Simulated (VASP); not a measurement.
# Mg3CdTe4 (P-3m1) in VASP: a series of runs

Runs on Mg3CdTe4. Level: PBE. Tasks: single point.

Everything below comes from runs of VASP 6.6.1. Logs are shortened: lines on timing, memory, paths and dates and some standing lists are left out, and cuts for length are marked.

### Step 1. The cell of the first run

Symmetry: P-3m1, No. 164, trigonal system. Conventional cell: a = 4.130 Å, b = 4.130 Å, c = 13.466 Å, α = 90.00°, β = 90.00°, γ = 120.00°. Within 3.8 Å of Mg (site symmetry -3m) lie 6 Te at 2.91 Å and 2 Mg at 3.33 Å. Within 3.8 Å of Mg (site symmetry 3m) lie 6 Te at 2.89 to 2.91 Å and 1 Mg at 3.33 Å and 1 Cd at 3.41 Å. Within 3.9 Å of Cd (site symmetry -3m) lie 6 Te at 2.97 Å and 2 Mg at 3.41 Å. Within 3.8 Å of Te (site symmetry 3m) lie 6 Mg at 2.91 Å. Te (site symmetry 3m) has 3 Mg at 2.89 Å and 3 Cd at 2.97 Å within 3.8 Å.

### Step 2. Single point, PBE (24.86 Å³/atom)

INCAR reads:

```
SYSTEM = Mg3CdTe4
ALGO = Normal
EDIFF = 1E-6
ENCUT = 520
GGA = PE
ISIF = 2
ISMEAR = 0
LASPH = .TRUE.
LCHARG = .FALSE.
LREAL = .FALSE.
LWAVE = .FALSE.
NBANDS = 31
NELM = 100
PREC = Accurate
SIGMA = 0.02
```

KPOINTS reads:

```
k-points
0
G
  12 12 4
  0 0 0
```

POSCAR reads:

```
Mg3CdTe4
1.0
    4.1298223501      0.0000000279      0.0000000000
   -2.0649111992      3.5765310543      0.0000000000
    0.0000000000      0.0000000000     13.4656036063
Mg Cd Te
3 1 4
Direct
    0.0000000000      0.0000000000      0.0000000000
    0.0000000000      0.0000000000      0.7528743902
    0.0000000000      0.0000000000      0.2471256098
    0.0000000000      0.0000000000      0.5000000000
    0.3333333333      0.6666666667      0.8766917653
    0.3333333333      0.6666666667      0.3689144879
    0.6666666667      0.3333333333      0.1233082347
    0.6666666667      0.3333333333      0.6310855121
```

Potentials or basis: VASP PAW PBE potentials, release 64 (Mg, Cd, Te).

Launch:

```
$ cat potpaw_PBE.64/Mg/POTCAR potpaw_PBE.64/Cd/POTCAR potpaw_PBE.64/Te/POTCAR > POTCAR
$ mpirun -np 1 vasp_std > vasp.out
```

OUTCAR:

```text
SYSTEM = Mg3CdTe4
   EDIFF = 1E-6
   ENCUT = 520
   GGA = PE
   ISIF = 2
   ISMEAR = 0
   LASPH = .TRUE.
   LREAL = .FALSE.
   NELM = 100
   PREC = Accurate

 ion  position               nearest neighbor table
   1  0.000  0.000  0.000-   5 2.91   7 2.91   5 2.91   7 2.91   7 2.91   5 2.91   2 3.33   3 3.33

   2  0.000  0.000  0.753-   8 2.89   8 2.89   8 2.89   5 2.91   5 2.91   5 2.91   1 3.33   4 3.41

   3  0.000  0.000  0.247-   6 2.89   6 2.89   6 2.89   7 2.91   7 2.91   7 2.91   1 3.33   4 3.41

   4  0.000  0.000  0.500-   6 2.97   8 2.97   6 2.97   8 2.97   8 2.97   6 2.97   2 3.41   3 3.41

   5  0.333  0.667  0.877-   1 2.91   1 2.91   1 2.91   2 2.91   2 2.91   2 2.91
   6  0.333  0.667  0.369-   3 2.89   3 2.89   3 2.89   4 2.97   4 2.97   4 2.97
   7  0.667  0.333  0.123-   1 2.91   1 2.91   1 2.91   3 2.91   3 2.91   3 2.91
   8  0.667  0.333  0.631-   2 2.89   2 2.89   2 2.89   4 2.97   4 2.97   4 2.97

  LATTYP: Found a hexagonal cell.
 ALAT       =     4.1298223501
 C/A-ratio  =     3.2605769606

  Lattice vectors:

 A1 = (   4.1298223501,   0.0000000279,   0.0000000000)
 A2 = (  -2.0649111992,   3.5765310543,   0.0000000000)
 A3 = (   0.0000000000,   0.0000000000,  13.4656036063)

Analysis of symmetry for initial positions (statically):
=====================================================================
 Subroutine PRICEL returns:
 Original cell was already a primitive cell.

 Routine SETGRP: Setting up the symmetry group for a
 hexagonal supercell.

 Subroutine GETGRP returns: Found 12 space group operations
 (whereof 12 operations were pure point group operations)
 out of a pool of 24 trial point group operations.

The static configuration has the point symmetry D_3d.

Analysis of symmetry for dynamics (positions and initial velocities):
=====================================================================
 Subroutine PRICEL returns:
 Original cell was already a primitive cell.

 Routine SETGRP: Setting up the symmetry group for a
 hexagonal supercell.

 Subroutine GETGRP returns: Found 12 space group operations
 (whereof 12 operations were pure point group operations)
 out of a pool of 24 trial point group operations.

The dynamic configuration has the point symmetry D_3d.

 Subroutine INISYM returns: Found 12 space group operations
 (whereof 12 operations are pure point group operations),
 and found     1 'primitive' translations

----------------------------------------------------------------------------------------

                                     Primitive cell

  volume of cell :     198.8929

  direct lattice vectors                    reciprocal lattice vectors
     4.129822350  0.000000028  0.000000000     0.242141165  0.139800269  0.000000000
    -2.064911199  3.576531054  0.000000000    -0.000000002  0.279600535  0.000000000
     0.000000000  0.000000000 13.465603606     0.000000000  0.000000000  0.074263288

  length of vectors
     4.129822350  4.129822350 13.465603606     0.279600535  0.279600535  0.074263288

  position of ions in fractional coordinates (direct lattice)
     0.000000000  0.000000000  0.000000000
     0.000000000  0.000000000  0.752874390
     0.000000000  0.000000000  0.247125610
     0.000000000  0.000000000  0.500000000
     0.333333333  0.666666667  0.876691765
     0.333333333  0.666666667  0.368914488
     0.666666667  0.333333333  0.123308235
     0.666666667  0.333333333  0.631085512

  ion indices of the primitive-cell ions
   primitive index   ion index
                 1           1
                 2           2
                 3           3
                 4           4
                 5           5
                 6           6
                 7           7
                 8           8

----------------------------------------------------------------------------------------

 KPOINTS: k-points

Automatic generation of k-mesh.
 Grid dimensions read from file:
 generate k-points for:   12   12    4

 Generating k-lattice:

  Cartesian coordinates                     Fractional coordinates (reciprocal lattice)
     0.020178430  0.011650022  0.000000000     0.083333333 -0.000000000  0.000000000
    -0.000000000  0.023300045  0.000000000     0.000000000  0.083333333  0.000000000
     0.000000000  0.000000000  0.018565822     0.000000000  0.000000000  0.250000000

  Length of vectors
     0.023300045  0.023300045  0.018565822

  Shift w.r.t. Gamma in fractional coordinates (k-lattice)
     0.000000000  0.000000000  0.000000000

 Subroutine IBZKPT returns following result:
 ===========================================

 Found     69 irreducible k-points:

 Following reciprocal coordinates:
            Coordinates               Weight
  0.000000  0.000000  0.000000      1.000000
  0.083333  0.000000  0.000000      6.000000
  0.166667 -0.000000  0.000000      6.000000
  0.250000  0.000000  0.000000      6.000000
  0.333333 -0.000000  0.000000      6.000000
  0.416667 -0.000000  0.000000      6.000000
[... 16 lines left out ...]
  0.166667 -0.000000  0.250000      6.000000
 -0.000000  0.166667  0.250000      6.000000
 [... further k-points ...]
   k-points           NKPTS =     69   k-points in BZ     NKDIM =     69   number of bands    NBANDS=     31
   number of dos      NEDOS =    301   number of ions     NIONS =      8
   total plane-waves  NPLWV = 102400
   dimension x,y,z NGX =    32 NGY =   32 NGZ =  100
   dimension x,y,z NGXF=    64 NGYF=   64 NGZF=  200
   ions per type =               3   1   4
   NGX,Y,Z   is equivalent  to a cutoff of  12.88, 12.88, 12.35 a.u.
   NGXF,Y,Z  is equivalent  to a cutoff of  25.76, 25.76, 24.69 a.u.
 SYSTEM =  Mg3CdTe4
   PREC   = accura    normal or accurate (medium, high low for compatibility)
   ISTART =      0    job   : 0-new  1-cont  2-samecut
   ICHARG =      2    charge: 1-file 2-atom 10-const
   ISPIN  =      1    spin polarized calculation?
   LNONCOLLINEAR =      F non collinear calculations
   LSORBIT =      F    spin-orbit coupling
   LASPH  =      T    aspherical Exc in radial PAW
   ENCUT  =  520.0 eV  38.22 Ry    6.18 a.u.   7.68  7.68 25.04*2*pi/ulx,y,z
   NELM   =    100;   NELMIN=  2; NELMDL= -5     # of ELM steps
   EDIFF  = 0.1E-05   stopping-criterion for ELM
   LREAL  =      F    real-space projection
   EDIFFG = 0.1E-04   stopping-criterion for IOM
   NSW    =      0    number of steps for IOM
   IBRION =     -1    ionic relax: 0-MD 1-quasi-New 2-CG
   NFREE  =      0    steps in history (QN), initial steepest desc. (CG)
   ISIF   =      2    stress and relaxation
   ISYM   =      2    0-nonsym 1-usesym 2-fastsym
   POTIM  = 0.5000    time-step for ionic-motion
   TEBEG  =    0.0;   TEEND  =   0.0 temperature during run
   PSTRESS=    0.0 pullay stress
   NELECT =      42.0000    total number of electrons
   NUPDOWN=      -1.0000    fix difference up-down
   EMIN   =  10.00;   EMAX   =-10.00  energy-range for DOS
   EFERMI =   0.00;   METHOD = LEGACY
   ISMEAR =     0;   SIGMA  =   0.02  broadening in eV -4-tet -1-fermi 0-gaus
   EFERMI_NEDOS =   21; number of points for ismear=-14 and -15
   IALGO  =     38    algorithm
   IMIX   =      4    mixing-type and parameters
     AMIX     =   0.40;   BMIX     =  1.00
     AMIX_MAG =   1.60;   BMIX_MAG =  1.00
  volume/ion in A,a.u.               =      24.86       167.77
  Fermi-wavevector in a.u.,A,eV,Ry     =   0.974881  1.842258 12.930877  0.950393
  Thomas-Fermi vector in A             =   2.105376
   LORBIT       =      0    0 simple, 1 ext, 2 COOP (PROOUT), +10 PAW based schemes
   GGA     = PE    functional components
   LHFCALC =     F    Hartree Fock is set to
   AEXX    =    0.0000 exact exchange contribution
   IVDW    =     0    specifies the selected vdW correction
   LEPSILON=     F    determine dielectric tensor
   LRPA    =     F    only Hartree local field effects (RPA)
 non-spin polarized calculation
 Gauss-broadening in eV      SIGMA  =   0.02
  energy-cutoff  :      520.00
  volume of cell :      198.89
 maximum number of plane-waves:      5409
 NGX is ok and might be reduce to    32
   NGX = 15   NGY = 15   NGZ = 51

 number of electron      42.0000001 magnetization

 Free energy of the ion-electron system (eV)
  ---------------------------------------------------
  ext. energy  EPLUGINS =         0.00000000
  ---------------------------------------------------
  free energy    TOTEN  =       -22.97053533 eV

  energy without entropy =      -22.97053533  energy(sigma->0) =      -22.97053533

 E-fermi :   5.2908     XC(G=0):  -9.5533

 val. band max:        5.1760172630   @ k =  -0.0000   0.0833   0.2500
 cond. band min:       5.4895457273   @ k =   0.3333   0.3333   0.0000
 fundamental gap:      0.3135284643
 Fermi energy:         5.2908398749

 k-point     1 :       0.0000    0.0000    0.0000
  band No.  band energies     occupation
      1      -6.7629      2.00000
      2      -6.2247      2.00000
      3      -6.2032      2.00000
      4      -5.4333      2.00000
      5      -3.3853      2.00000
      6      -3.3853      2.00000
[... 23 lines left out ...]
     30      10.4728      0.00000
     31      10.4729      0.00000

 k-point     2 :       0.0833    0.0000    0.0000
  band No.  band energies     occupation
      1      -6.7048      2.00000
      2      -6.1821      2.00000
      3      -6.1524      2.00000
      4      -5.4110      2.00000
      5      -3.3797      2.00000
      6      -3.3700      2.00000
[... 23 lines left out ...]
     30      10.4507      0.00000
     31      10.6733      0.00000

 k-point     3 :       0.1667   -0.0000    0.0000
  band No.  band energies     occupation
      1      -6.5358      2.00000
      2      -6.0628      2.00000
      3      -6.0067      2.00000
      4      -5.3492      2.00000
      5      -3.3675      2.00000
      6      -3.3374      2.00000
[... 23 lines left out ...]
     30      10.6279      0.00000
     31      10.8281      0.00000

 k-point     4 :       0.2500    0.0000    0.0000
  band No.  band energies     occupation
      1      -6.2739      2.00000
      2      -5.8937      2.00000
      3      -5.7873      2.00000
      4      -5.2625      2.00000
      5      -3.3579      2.00000
      6      -3.3174      2.00000
[... 23 lines left out ...]
     30      10.6843      0.00000
     31      11.3848      0.00000

 k-point     5 :       0.3333   -0.0000    0.0000
  band No.  band energies     occupation
      1      -5.9594      2.00000
      2      -5.7189      2.00000
      3      -5.5365      2.00000
      4      -5.1747      2.00000
      5      -3.3558      2.00000
      6      -3.3108      2.00000
[... 23 lines left out ...]
     30      11.2868      0.00000
     31      11.6581      0.00000
[... 542 lines left out ...]
     30      10.4845      0.00000
     31      10.5146      0.00000

 k-point    22 :      -0.0000    0.0833    0.2500
  band No.  band energies     occupation
      1      -6.6687      2.00000
      2      -6.3894      2.00000
      3      -5.9170      2.00000
      4      -5.4803      2.00000
      5      -3.3797      2.00000
      6      -3.3704      2.00000
[... 23 lines left out ...]
     30      10.4335      0.00000
     31      10.5534      0.00000

 k-point    23 :       0.1667   -0.0000    0.2500
  band No.  band energies     occupation
      1      -6.5033      2.00000
      2      -6.2364      2.00000
      3      -5.8151      2.00000
      4      -5.4018      2.00000
      5      -3.3675      2.00000
      6      -3.3397      2.00000
[... 23 lines left out ...]
     30      10.5599      0.00000
     31      10.7316      0.00000

 k-point    24 :      -0.0000    0.1667    0.2500
  band No.  band energies     occupation
      1      -6.5003      2.00000
      2      -6.2455      2.00000
      3      -5.8018      2.00000
      4      -5.4099      2.00000
      5      -3.3675      2.00000
      6      -3.3371      2.00000
[... 23 lines left out ...]
     30      10.5207      0.00000
     31      10.7970      0.00000

 [... further k-points ...]

------------------------ aborting loop because EDIFF is reached ----------------------------------------

  FORCE on cell =-STRESS in cart. coord.  units (eV):
  Direction    XX          YY          ZZ          XY          YZ          ZX
  --------------------------------------------------------------------------------------
  -------------------------------------------------------------------------------------
  Total        6.7078497      6.7078497      6.6531298      0.0000000      0.0000000     -0.0000000
  in kB       54.0349444     54.0349444     53.5941494      0.0000000      0.0000000     -0.0000000
  external PRESSURE =      53.8880127 kB  Pullay stress =       0.0000000 kB

 VOLUME and BASIS-vectors are now :
 -----------------------------------------------------------------------------
  energy-cutoff  :      520.00
  volume of cell :      198.89
      direct lattice vectors                 reciprocal lattice vectors
     4.129822350  0.000000028  0.000000000     0.242141165  0.139800269  0.000000000
    -2.064911199  3.576531054  0.000000000    -0.000000002  0.279600535  0.000000000
     0.000000000  0.000000000 13.465603606     0.000000000  0.000000000  0.074263288

 POSITION                                       TOTAL-FORCE (eV/Angst)
 -----------------------------------------------------------------------------------
      0.00000      0.00000      0.00000        -0.000000      0.000000      0.000000
      0.00000      0.00000     10.13791        -0.000000      0.000000      0.003720
      0.00000      0.00000      3.32770        -0.000000      0.000000     -0.003720
      0.00000      0.00000      6.73280        -0.000000      0.000000      0.000000
     -0.00000      2.38435     11.80518         0.000000      0.000000      0.000178
     -0.00000      2.38435      4.96766        -0.000000      0.000000     -0.026870
      2.06491      1.19218      1.66042         0.000000      0.000000     -0.000178
      2.06491      1.19218      8.49795        -0.000000     -0.000000      0.026870
 -----------------------------------------------------------------------------------
    total drift:                               -0.000000     -0.000000     -0.000000

  FREE ENERGIE OF THE ION-ELECTRON SYSTEM (eV)
  ---------------------------------------------------
  free  energy   TOTEN  =       -22.9705353311 eV

  energy  without entropy=      -22.9705353311  energy(sigma->0) =      -22.97053533
```

It took 8.7 min on 1 thread of Oxide Virtual Turin-like, shared host; peak memory 0.56 GiB.

Results:

```yaml
Free_energy: -22.9705 eV
Pressure: 5.4 GPa
Largest_force: 0.027 eV/Å
Band_gap_on_the_k_mesh: 0.31 eV (least direct gap 0.93 eV)
```

Forces in eV/Å, atoms in the order of the input:
```
Mg   0.000  0.000  0.000
Mg   0.000  0.000  0.004
Mg   0.000  0.000 -0.004
Cd   0.000  0.000  0.000
Te   0.000  0.000  0.000
Te   0.000  0.000 -0.027
Te   0.000  0.000  0.000
Te   0.000  0.000  0.027
```

Levels at points of the mesh, in eV from the valence-band top:
```
           k point  band 19  band 20  band 21  band 22  band 23  band 24
(0.00, 0.00, 0.00)    -0.08    -0.04    -0.04     1.84     2.95     3.04
(0.50, 0.00, 0.00)    -1.42    -1.37    -0.43     1.39     2.12     2.29
(0.00, 0.00, 0.50)    -0.32    -0.02    -0.02     2.52     2.76     3.01
(0.50, 0.00, 0.50)    -1.33    -0.96    -0.65     1.08     1.67     2.37
```

Caveat: the cell stands under pressure; semilocal functionals underestimate gaps, and a narrow one can read as zero; spin-orbit coupling is left out, which moves the levels of the heavy elements.

(Continued in part 2 of 2.)
